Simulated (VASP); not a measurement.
# In (Im-3m) in VASP: a series of runs

In is run at these levels: r2SCAN, r2SCAN0; tasks: single point.

All numbers are computed with VASP 6.6.1; they aren't measurements. Logs are shortened: lines on timing, memory, paths and dates and some standing lists are left out, and cuts for length are marked.

## 1. The cell of the first run

It takes space group Im-3m (No. 229, cubic). Conventional cell: a = 3.764 Å, b = 3.764 Å, c = 3.764 Å, α = 90.00°, β = 90.00°, γ = 90.00°. In (site symmetry m-3m) has 14 In at 3.26 to 3.76 Å within 4.3 Å.

This isn't the form of In at room conditions, which is tetragonal.

## 2. Single point, r2SCAN

POSCAR reads:

```
In
1.0
   -1.8821514374      1.8821514374      1.8821514374
    1.8821514374     -1.8821514374      1.8821514374
    1.8821514374      1.8821514374     -1.8821514374
In
1
Direct
    0.0000000000      0.0000000000      0.0000000000
```

INCAR.step1 reads:

```
SYSTEM = In
ALGO     = Normal         ! electronic algorithm
EDIFF    = 1E-4           ! SCF threshold, eV
ENCUT    = 520            ! plane-wave cutoff, eV
GGA      = PE             ! functional
ISMEAR   = -1             ! smearing method
LASPH    = .TRUE.         ! aspherical terms in the spheres
LCHARG   = .FALSE.        ! write CHGCAR
LREAL    = .FALSE.        ! projectors in reciprocal space
LWAVE    = .TRUE.         ! write WAVECAR
NBANDS   = 12             ! bands
NELM     = 80             ! most SCF steps
PREC     = Accurate       ! precision mode
SIGMA    = 0.1            ! smearing width, eV
```

INCAR.step2 reads:

```
SYSTEM = In
ALGO     = Normal         ! electronic algorithm
EDIFF    = 1E-7           ! SCF threshold, eV
ENCUT    = 520            ! plane-wave cutoff, eV
ISIF     = 2              ! what is computed and relaxed
ISMEAR   = -1             ! smearing method
ISTART   = 1            
LASPH    = .TRUE.         ! aspherical terms in the spheres
LCHARG   = .FALSE.        ! write CHGCAR
LMIXTAU  = .TRUE.       
LREAL    = .FALSE.        ! projectors in reciprocal space
LWAVE    = .FALSE.        ! write WAVECAR
METAGGA  = R2SCAN         ! meta-GGA
NBANDS   = 12             ! bands
NELM     = 80             ! most SCF steps
PREC     = Accurate       ! precision mode
SIGMA    = 0.1            ! smearing width, eV
```

KPOINTS reads:

```
k-points
0
G
  6 6 6
  0 0 0
```

Potentials or basis: VASP PAW PBE potentials, release 64 (In_d).

The run is started by

```sh
cat potpaw_PBE.64/In_d/POTCAR > POTCAR
cp INCAR.step1 INCAR
mpirun -np 1 vasp_std > vasp.out
cp INCAR.step2 INCAR
mpirun -np 1 vasp_std > vasp.out
```

OUTCAR:

```text
SYSTEM = In
   EDIFF = 1E-7
   ENCUT = 520
   ISIF = 2
   ISMEAR = -1
   ISTART = 1
   LASPH = .TRUE.
   LREAL = .FALSE.
   METAGGA = R2SCAN
   NELM = 80
   PREC = Accurate

 ion  position               nearest neighbor table
   1  0.000  0.000  0.000-

  LATTYP: Found a body centered cubic cell.
 ALAT       =     3.7643028748

  Lattice vectors:

 A1 = (  -1.8821514374,   1.8821514374,   1.8821514374)
 A2 = (   1.8821514374,  -1.8821514374,   1.8821514374)
 A3 = (   1.8821514374,   1.8821514374,  -1.8821514374)

Analysis of symmetry for initial positions (statically):
=====================================================================
 Subroutine PRICEL returns:
 Original cell was already a primitive cell.

 Routine SETGRP: Setting up the symmetry group for a
 body centered cubic supercell.

 Subroutine GETGRP returns: Found 48 space group operations
 (whereof 48 operations were pure point group operations)
 out of a pool of 48 trial point group operations.

The static configuration has the point symmetry O_h .

Analysis of symmetry for dynamics (positions and initial velocities):
=====================================================================
 Subroutine PRICEL returns:
 Original cell was already a primitive cell.

 Routine SETGRP: Setting up the symmetry group for a
 body centered cubic supercell.

 Subroutine GETGRP returns: Found 48 space group operations
 (whereof 48 operations were pure point group operations)
 out of a pool of 48 trial point group operations.

The dynamic configuration has the point symmetry O_h .

 Subroutine INISYM returns: Found 48 space group operations
 (whereof 48 operations are pure point group operations),
 and found     1 'primitive' translations

----------------------------------------------------------------------------------------

                                     Primitive cell

  volume of cell :      26.6700

  direct lattice vectors                    reciprocal lattice vectors
    -1.882151437  1.882151437  1.882151437     0.000000000  0.265653438  0.265653438
     1.882151437 -1.882151437  1.882151437     0.265653438  0.000000000  0.265653438
     1.882151437  1.882151437 -1.882151437     0.265653438  0.265653438  0.000000000

  length of vectors
     3.259981917  3.259981917  3.259981917     0.375690695  0.375690695  0.375690695

  position of ions in fractional coordinates (direct lattice)
     0.000000000  0.000000000  0.000000000

[... 72 lines left out ...]
   ISIF   =      2    stress and relaxation
   ISYM   =      2    0-nonsym 1-usesym 2-fastsym
   POTIM  = 0.5000    time-step for ionic-motion
   TEBEG  =    0.0;   TEEND  =   0.0 temperature during run
   PSTRESS=    0.0 pullay stress
   NELECT =      13.0000    total number of electrons
   NUPDOWN=      -1.0000    fix difference up-down
   EMIN   =  10.00;   EMAX   =-10.00  energy-range for DOS
   EFERMI =   0.00;   METHOD = LEGACY
   ISMEAR =    -1;   SIGMA  =   0.10  broadening in eV -4-tet -1-fermi 0-gaus
   EFERMI_NEDOS =   21; number of points for ismear=-14 and -15
   IALGO  =     38    algorithm
   IMIX   =      4    mixing-type and parameters
     AMIX     =   0.40;   BMIX     =  1.00
     AMIX_MAG =   1.60;   BMIX_MAG =  1.00
  volume/ion in A,a.u.               =      26.67       179.98
  Fermi-wavevector in a.u.,A,eV,Ry     =   1.288392  2.434708 22.585048  1.659954
  Thomas-Fermi vector in A             =   2.420349
   LORBIT       =      0    0 simple, 1 ext, 2 COOP (PROOUT), +10 PAW based schemes
   METAGGA = R2SCAN    functional components
   LHFCALC =     F    Hartree Fock is set to
   AEXX    =    0.0000 exact exchange contribution
   IVDW    =     0    specifies the selected vdW correction
   LEPSILON=     F    determine dielectric tensor
   LRPA    =     F    only Hartree local field effects (RPA)
 non-spin polarized calculation
  energy-cutoff  :      520.00
  volume of cell :       26.67
 maximum number of plane-waves:       727
   NGX = 13   NGY = 13   NGZ = 13

 number of electron      13.0000005 magnetization

 Free energy of the ion-electron system (eV)
  ---------------------------------------------------
  ext. energy  EPLUGINS =         0.00000000
  ---------------------------------------------------
  free energy    TOTEN  =       -22.58926386 eV

  energy without entropy =      -22.57825963  energy(sigma->0) =      -22.58376175

 E-fermi :   7.0332     XC(G=0): -10.9913

 val. band max:        6.6927810552   @ k =   0.5000   0.5000   0.3333
 cond. band min:       7.2124476737   @ k =  -0.3333   0.5000   0.1667
 fundamental gap:      0.5196666184
 Fermi energy:         7.0331898442

 k-point     1 :       0.0000    0.0000    0.0000
  band No.  band energies     occupation
      1      -8.0096      2.00000
      2      -8.0096      2.00000
      3      -8.0096      2.00000
      4      -7.7266      2.00000
      5      -7.7266      2.00000
      6      -2.6315      2.00000
      7      18.8097      0.00000
      8      18.8097      0.00000
      9      18.8097      0.00000
     10      20.9828      0.00000
     11      20.9829      0.00000
     12      20.9829      0.00000
[... 211 lines left out ...]
 k-point    16 :       0.5000    0.5000    0.5000
  band No.  band energies     occupation
      1      -8.1133      2.00000
      2      -8.1133      2.00000
      3      -7.5979      2.00000
      4      -7.5979      2.00000
      5      -7.5979      2.00000
      6       8.4595      0.00000
      7       8.5305      0.00000
      8       8.5305      0.00000
      9       8.5306      0.00000
     10      12.7941      0.00000
     11      12.7941      0.00000
     12      27.7748      0.00000

------------------------ aborting loop because EDIFF is reached ----------------------------------------

  FORCE on cell =-STRESS in cart. coord.  units (eV):
  Direction    XX          YY          ZZ          XY          YZ          ZX
  --------------------------------------------------------------------------------------
  -------------------------------------------------------------------------------------
  Total       -0.1393476     -0.1393476     -0.1393476     -0.0000000     -0.0000000      0.0000000
  in kB       -8.3711766     -8.3711766     -8.3711766     -0.0000000     -0.0000000      0.0000000
  external PRESSURE =      -8.3711766 kB  Pullay stress =       0.0000000 kB

 VOLUME and BASIS-vectors are now :
 -----------------------------------------------------------------------------
  energy-cutoff  :      520.00
  volume of cell :       26.67
      direct lattice vectors                 reciprocal lattice vectors
    -1.882151437  1.882151437  1.882151437     0.000000000  0.265653438  0.265653438
     1.882151437 -1.882151437  1.882151437     0.265653438  0.000000000  0.265653438
     1.882151437  1.882151437 -1.882151437     0.265653438  0.265653438  0.000000000

 POSITION                                       TOTAL-FORCE (eV/Angst)
 -----------------------------------------------------------------------------------
      0.00000      0.00000      0.00000         0.000000     -0.000000      0.000000
 -----------------------------------------------------------------------------------
    total drift:                               -0.000000      0.000000      0.000000

  FREE ENERGIE OF THE ION-ELECTRON SYSTEM (eV)
  ---------------------------------------------------
  free  energy   TOTEN  =       -22.5892638616 eV

  energy  without entropy=      -22.5782596302  energy(sigma->0) =      -22.58376175
```

OUTCAR.step1:

```text
SYSTEM = In
   EDIFF = 1E-4
   ENCUT = 520
   GGA = PE
   ISMEAR = -1
   LASPH = .TRUE.
   LREAL = .FALSE.
[... 444 lines left out ...]
 -----------------------------------------------------------------------------------
      0.00000      0.00000      0.00000        -0.000000      0.000000     -0.000000
 -----------------------------------------------------------------------------------
    total drift:                               -0.000000      0.000000      0.000000

  FREE ENERGIE OF THE ION-ELECTRON SYSTEM (eV)
  ---------------------------------------------------
  free  energy   TOTEN  =        -2.5783220587 eV

  energy  without entropy=       -2.5651271821  energy(sigma->0) =       -2.57172462
```

Wall time 21 s (1 thread of AMD EPYC 7R13 (Zen 3), shared host); peak memory 0.11 GiB.

What came out:

| Quantity | Value |
| --- | --- |
| Free energy | -22.5893 eV |
| Pressure | -0.8 GPa |
| Band gap on the k mesh | zero (an odd number of electrons rules out a gap without spin polarisation) |

Caveat: the k points lie up to 0.39 Å⁻¹ apart, too coarse for converged energies and pressures of a metal; the PAW data sets were made with another functional, which shifts forces and pressure a little; spin-orbit coupling is left out, which moves the levels of the heavy elements.

## 3. Single point, r2SCAN0

POSCAR is that of step 2.

INCAR.step1 reads:

```
SYSTEM = In
PREC     = Accurate       ! precision mode
ENCUT    = 520            ! plane-wave cutoff, eV
EDIFF    = 1E-5           ! SCF threshold, eV
ISMEAR   = -1             ! smearing method
SIGMA    = 0.1            ! smearing width, eV
LREAL    = .FALSE.        ! projectors in reciprocal space
LASPH    = .TRUE.         ! aspherical terms in the spheres
NELM     = 80             ! most SCF steps
ALGO     = Normal         ! electronic algorithm
ISIF     = 2              ! what is computed and relaxed
LWAVE    = .TRUE.         ! write WAVECAR
LCHARG   = .FALSE.        ! write CHGCAR
NBANDS   = 12             ! bands
GGA      = PE             ! functional
```

INCAR.step2 reads:

```
SYSTEM = In
PREC     = Accurate       ! precision mode
ENCUT    = 520            ! plane-wave cutoff, eV
EDIFF    = 1E-6           ! SCF threshold, eV
ISMEAR   = -1             ! smearing method
SIGMA    = 0.1            ! smearing width, eV
LREAL    = .FALSE.        ! projectors in reciprocal space
LASPH    = .TRUE.         ! aspherical terms in the spheres
NELM     = 80             ! most SCF steps
ALGO     = Normal         ! electronic algorithm
ISIF     = 2              ! what is computed and relaxed
LWAVE    = .FALSE.        ! write WAVECAR
LCHARG   = .FALSE.        ! write CHGCAR
METAGGA  = R2SCAN         ! meta-GGA
LHFCALC  = .TRUE.         ! exact exchange
AEXX     = 0.25           ! exact-exchange fraction
LMIXTAU  = .TRUE.       
PRECFOCK = Normal       
NBANDS   = 12             ! bands
ISTART   = 1
```

KPOINTS reads:

```
Automatic mesh
0
G
  6 6 6
  0 0 0
```

Potentials or basis: VASP PAW PBE potentials, release 64 (In_d).

The run is started by

```sh
cat potpaw_PBE.64/In_d/POTCAR > POTCAR
cp INCAR.step1 INCAR
mpirun -np 1 vasp_std > vasp.out
cp INCAR.step2 INCAR
mpirun -np 1 vasp_std > vasp.out
```

Wall time 15 min (1 thread of AMD EPYC 7R13 (Zen 3), shared host); peak memory 0.13 GiB.

It converged, with:

```yaml
Free_energy: -18.3200 eV
Pressure: -1.6 GPa
Band_gap_on_the_k_mesh: zero (an odd number of electrons rules out a gap without spin polarisation)
```

Levels at points of the mesh, in eV from the Fermi level:
```tsv
k point	band 2	band 3	band 4	band 5	band 6	band 7	band 8	band 9	band 10	band 11
(0.00, 0.00, 0.00)	-17.54	-17.54	-17.25	-17.25	-11.48	12.82	12.82	12.82	14.68	14.68
(0.50, 0.00, 0.00)	-17.58	-17.27	-17.26	-17.08	-4.85	-4.12	7.13	8.70	11.33	11.59
(0.50, 0.50, 0.50)	-17.65	-17.12	-17.12	-17.12	1.74	1.74	1.74	1.81	6.10	6.10
```

Caveat: the k points lie up to 0.39 Å⁻¹ apart, too coarse for converged energies and pressures of a metal; the PAW data sets were made with another functional, which shifts forces and pressure a little; spin-orbit coupling is left out, which moves the levels of the heavy elements.
